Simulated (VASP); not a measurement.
# SnO2 in VASP: settings compared, part 2 of 3

VASP 6.6.1. The steps go on from the part before.

### 3 Single point, PBE (atoms moved at random)

Contents of INCAR:

```
  ALGO = Normal
  EDIFF = 1E-7
  ENCUT = 520
  GGA = PE
  ISIF = 2
  ISMEAR = -1
  LASPH = T
  LCHARG = F
  LREAL = F
  LWAVE = F
  NBANDS = 35
  NELM = 80
  PREC = Accurate
  SIGMA = 0.05
```

Contents of KPOINTS:

```
k-points
0
Gamma
  6 6 8
```

Contents of POSCAR:

```
SnO2
1.0
    4.7380000000      0.0000000000      0.0000000000
    0.0000000000      4.7380000000      0.0000000000
    0.0000000000      0.0000000000      3.1865000000
Sn O
2 4
Direct
    0.5013560000      0.5095060000      0.4974570000
   -0.0097630000      0.0061470000     -0.0017750000
    0.8074240000      0.1947060000      0.5055470000
    0.6973130000      0.6992190000      0.0034190000
    0.2080690000      0.8122900000      0.5098610000
    0.3084520000      0.3064930000     -0.0123700000
```

Potentials or basis: VASP PAW PBE potentials, release 64 (Sn_d, O).

The run is started by

```sh
> cat potpaw_PBE.64/Sn_d/POTCAR potpaw_PBE.64/O/POTCAR > POTCAR
> mpirun -np 1 vasp_std > vasp.out
```

OUTCAR:

```text
EDIFF = 1E-7
   ENCUT = 520
   GGA = PE
   ISIF = 2
   ISMEAR = -1
   LASPH = T
   LREAL = F
   NELM = 80
   PREC = Accurate

 ion  position               nearest neighbor table
   1  0.501  0.510  0.497-   5 2.00   4 2.04   6 2.05   4 2.07   3 2.08   6 2.10   2 3.67   2 3.67
                             2 3.69   2 3.69   2 3.73   2 3.73   2 3.75   2 3.75
   2  0.990  0.006  0.998-   3 2.00   4 2.01   3 2.04   6 2.07   5 2.08   5 2.14   1 3.67   1 3.67
                             1 3.69   1 3.69   1 3.73   1 3.73   1 3.75   1 3.75
   3  0.807  0.195  0.506-   2 2.00   2 2.04   1 2.08
   4  0.697  0.699  0.003-   2 2.01   1 2.04   1 2.07
   5  0.208  0.812  0.510-   1 2.00   2 2.08   2 2.14
   6  0.308  0.306  0.988-   1 2.05   2 2.07   1 2.10

  LATTYP: Found a simple tetragonal cell.
 ALAT       =     4.7380000000
 C/A-ratio  =     0.6725411566

  Lattice vectors:

 A1 = (   4.7380000000,   0.0000000000,   0.0000000000)
 A2 = (   0.0000000000,   4.7380000000,   0.0000000000)
 A3 = (   0.0000000000,   0.0000000000,   3.1865000000)

Analysis of symmetry for initial positions (statically):
=====================================================================
 Subroutine PRICEL returns:
 Original cell was already a primitive cell.

 Routine SETGRP: Setting up the symmetry group for a
 simple tetragonal supercell.

 Subroutine GETGRP returns: Found  1 space group operations
 (whereof  1 operations were pure point group operations)
 out of a pool of 16 trial point group operations.

The static configuration has the point symmetry C_1 .

Analysis of symmetry for dynamics (positions and initial velocities):
=====================================================================
 Subroutine PRICEL returns:
 Original cell was already a primitive cell.

 Routine SETGRP: Setting up the symmetry group for a
 simple tetragonal supercell.

 Subroutine GETGRP returns: Found  1 space group operations
 (whereof  1 operations were pure point group operations)
 out of a pool of 16 trial point group operations.

The dynamic configuration has the point symmetry C_1 .

 Subroutine INISYM returns: Found  1 space group operations
 (whereof  1 operations are pure point group operations),
 and found     1 'primitive' translations

----------------------------------------------------------------------------------------

                                     Primitive cell

  volume of cell :      71.5326

  direct lattice vectors                    reciprocal lattice vectors
     4.738000000  0.000000000  0.000000000     0.211059519  0.000000000  0.000000000
     0.000000000  4.738000000  0.000000000     0.000000000  0.211059519  0.000000000
     0.000000000  0.000000000  3.186500000     0.000000000  0.000000000  0.313823945

  length of vectors
     4.738000000  4.738000000  3.186500000     0.211059519  0.211059519  0.313823945

  position of ions in fractional coordinates (direct lattice)
     0.501356000  0.509506000  0.497457000
     0.990237000  0.006147000  0.998225000
     0.807424000  0.194706000  0.505547000
[... 33 lines left out ...]

 Subroutine IBZKPT returns following result:
 ===========================================

 Found    148 irreducible k-points:

 Following reciprocal coordinates:
            Coordinates               Weight
  0.000000  0.000000  0.000000      1.000000
  0.166667  0.000000  0.000000      2.000000
  0.000000  0.166667  0.000000      2.000000
  0.333333  0.000000  0.000000      2.000000
  0.000000  0.333333  0.000000      2.000000
  0.500000  0.000000  0.000000      1.000000
[... 16 lines left out ...]
  0.000000  0.166667  0.125000      2.000000
 -0.166667  0.000000  0.125000      2.000000
 [... further k-points ...]
   k-points           NKPTS =    148   k-points in BZ     NKDIM =    148   number of bands    NBANDS=     35
   number of dos      NEDOS =    301   number of ions     NIONS =      6
   total plane-waves  NPLWV =  31104
   dimension x,y,z NGX =    36 NGY =   36 NGZ =   24
   dimension x,y,z NGXF=    72 NGYF=   72 NGZF=   48
   ions per type =               2   4
   NGX,Y,Z   is equivalent  to a cutoff of  12.63, 12.63, 12.52 a.u.
   NGXF,Y,Z  is equivalent  to a cutoff of  25.26, 25.26, 25.04 a.u.
 SYSTEM =  unknown system
   PREC   = accura    normal or accurate (medium, high low for compatibility)
   ISTART =      0    job   : 0-new  1-cont  2-samecut
   ICHARG =      2    charge: 1-file 2-atom 10-const
   ISPIN  =      1    spin polarized calculation?
   LNONCOLLINEAR =      F non collinear calculations
   LSORBIT =      F    spin-orbit coupling
   LASPH  =      T    aspherical Exc in radial PAW
   ENCUT  =  520.0 eV  38.22 Ry    6.18 a.u.   8.81  8.81  5.92*2*pi/ulx,y,z
   NELM   =     80;   NELMIN=  2; NELMDL= -5     # of ELM steps
   EDIFF  = 0.1E-06   stopping-criterion for ELM
   LREAL  =      F    real-space projection
   EDIFFG = 0.1E-05   stopping-criterion for IOM
   NSW    =      0    number of steps for IOM
   IBRION =     -1    ionic relax: 0-MD 1-quasi-New 2-CG
   NFREE  =      0    steps in history (QN), initial steepest desc. (CG)
   ISIF   =      2    stress and relaxation
   ISYM   =      2    0-nonsym 1-usesym 2-fastsym
   POTIM  = 0.5000    time-step for ionic-motion
   TEBEG  =    0.0;   TEEND  =   0.0 temperature during run
   PSTRESS=    0.0 pullay stress
   NELECT =      52.0000    total number of electrons
   NUPDOWN=      -1.0000    fix difference up-down
   EMIN   =  10.00;   EMAX   =-10.00  energy-range for DOS
   EFERMI =   0.00;   METHOD = LEGACY
   ISMEAR =    -1;   SIGMA  =   0.05  broadening in eV -4-tet -1-fermi 0-gaus
   EFERMI_NEDOS =   21; number of points for ismear=-14 and -15
   IALGO  =     38    algorithm
   IMIX   =      4    mixing-type and parameters
     AMIX     =   0.40;   BMIX     =  1.00
     AMIX_MAG =   1.60;   BMIX_MAG =  1.00
  volume/ion in A,a.u.               =      11.92        80.45
  Fermi-wavevector in a.u.,A,eV,Ry     =   1.472000  2.781677 29.480903  2.166785
  Thomas-Fermi vector in A             =   2.587068
   LORBIT       =      0    0 simple, 1 ext, 2 COOP (PROOUT), +10 PAW based schemes
   GGA     = PE    functional components
   LHFCALC =     F    Hartree Fock is set to
   AEXX    =    0.0000 exact exchange contribution
   IVDW    =     0    specifies the selected vdW correction
   LEPSILON=     F    determine dielectric tensor
   LRPA    =     F    only Hartree local field effects (RPA)
 non-spin polarized calculation
  energy-cutoff  :      520.00
  volume of cell :       71.53
 maximum number of plane-waves:      1992
   NGX = 17   NGY = 17   NGZ = 11

 number of electron      52.0000006 magnetization

 Free energy of the ion-electron system (eV)
  ---------------------------------------------------
  ext. energy  EPLUGINS =         0.00000000
  ---------------------------------------------------
  free energy    TOTEN  =       -37.05696273 eV

  energy without entropy =      -37.05696263  energy(sigma->0) =      -37.05696268

 E-fermi :   6.7922     XC(G=0): -11.2617

 val. band max:        6.1983851430   @ k =   0.0000   0.0000   0.0000
 cond. band min:       7.3618159341   @ k =   0.0000   0.0000   0.0000
 fundamental gap:      1.1634307911
 Fermi energy:         6.7922402802

 k-point     1 :       0.0000    0.0000    0.0000
  band No.  band energies     occupation
      1     -14.9932      2.00000
      2     -14.1840      2.00000
      3     -13.9278      2.00000
      4     -13.9119      2.00000
      5     -13.8873      2.00000
      6     -13.8449      2.00000
[... 901 lines left out ...]
     34      18.3523      0.00000
     35      18.5095      0.00000

 [... further k-points ...]

------------------------ aborting loop because EDIFF is reached ----------------------------------------

  FORCE on cell =-STRESS in cart. coord.  units (eV):
  Direction    XX          YY          ZZ          XY          YZ          ZX
  --------------------------------------------------------------------------------------
  -------------------------------------------------------------------------------------
  Total        4.7398836      5.0695955      5.9850177     -0.0830852     -0.3789891     -0.2738159
  in kB      106.1632535    113.5480954    134.0515946     -1.8609298     -8.4885451     -6.1328908
  external PRESSURE =     117.9209812 kB  Pullay stress =       0.0000000 kB

 VOLUME and BASIS-vectors are now :
 -----------------------------------------------------------------------------
  energy-cutoff  :      520.00
  volume of cell :       71.53
      direct lattice vectors                 reciprocal lattice vectors
     4.738000000  0.000000000  0.000000000     0.211059519  0.000000000  0.000000000
     0.000000000  4.738000000  0.000000000     0.000000000  0.211059519  0.000000000
     0.000000000  0.000000000  3.186500000     0.000000000  0.000000000  0.313823945

 POSITION                                       TOTAL-FORCE (eV/Angst)
 -----------------------------------------------------------------------------------
      2.37542      2.41404      1.58515        -0.228670     -0.848797     -0.080797
      4.69174      0.02912      3.18084         1.652388     -0.218976      0.562833
      3.82557      0.92252      1.61093        -0.526495      0.604165     -0.444813
      3.30387      3.31290      0.01089         0.070712     -0.266862     -0.139568
      0.98583      3.84863      1.62467        -0.989989      0.645872     -0.417724
      1.46145      1.45216      3.14708         0.022055      0.084598      0.520069
 -----------------------------------------------------------------------------------
    total drift:                                0.000183      0.000532      0.001017

  FREE ENERGIE OF THE ION-ELECTRON SYSTEM (eV)
  ---------------------------------------------------
  free  energy   TOTEN  =       -37.0569627334 eV

  energy  without entropy=      -37.0569626294  energy(sigma->0) =      -37.05696268
```

stdout:

```text
POSCAR found type information on POSCAR SnO
 POSCAR found :  2 types and       6 ions
 scaLAPACK will be used
 LDA part: xc-table for (Slater+PW92), standard interpolation
 POSCAR, INCAR and KPOINTS ok, starting setup
 FFT: planning ... GRIDC
 FFT: planning ... GRID_SOFT
 FFT: planning ... GRID
 WAVECAR not read
 entering main loop
```

It took 5.3 min on 1 thread of AMD EPYC 7R43 (Zen 3), shared host; peak memory 0.35 GiB.

Results:

* Free energy: -37.0570 eV
* Pressure: 11.8 GPa
* Largest force: 1.759 eV/Å
* Band gap on the k mesh: 1.16 eV

Forces in eV/Å, atoms in the order of the input:
```
Sn  -0.229 -0.849 -0.081
Sn   1.652 -0.219  0.563
O   -0.526  0.604 -0.445
O    0.071 -0.267 -0.140
O   -0.990  0.646 -0.418
O    0.022  0.085  0.520
```

Levels at points of the mesh, in eV from the valence-band top:
```
           k point  band 24  band 25  band 26  band 27  band 28  band 29
(0.00, 0.00, 0.00)    -0.86    -0.83     0.00     1.16     6.07     6.26
(0.50, 0.00, 0.00)    -1.08    -0.89    -0.43     4.32     4.41     6.97
(0.00, 0.50, 0.00)    -1.20    -0.70    -0.64     4.33     4.43     7.06
(0.50, 0.50, 0.00)    -1.30    -0.95    -0.93     4.81     4.85     7.43
(0.00, 0.00, 0.50)    -1.75    -1.25    -1.19     6.02     6.16     9.51
(0.50, 0.00, 0.50)    -1.08    -0.76    -0.75     6.25     6.48     7.95
(0.00, 0.50, 0.50)    -1.17    -0.70    -0.68     6.30     6.40     7.92
(0.50, 0.50, 0.50)    -1.11    -0.76    -0.75     4.69     4.73     8.87
```

Caveat: the cell differs from its parent crystal (atoms moved at random); the cell stands under pressure; spin-orbit coupling is left out, which moves the levels of the heavy elements; forces of over 1 eV/Å act on the atoms, so gaps and moduli don't describe the material at rest.

(Continued in part 3 of 3.)
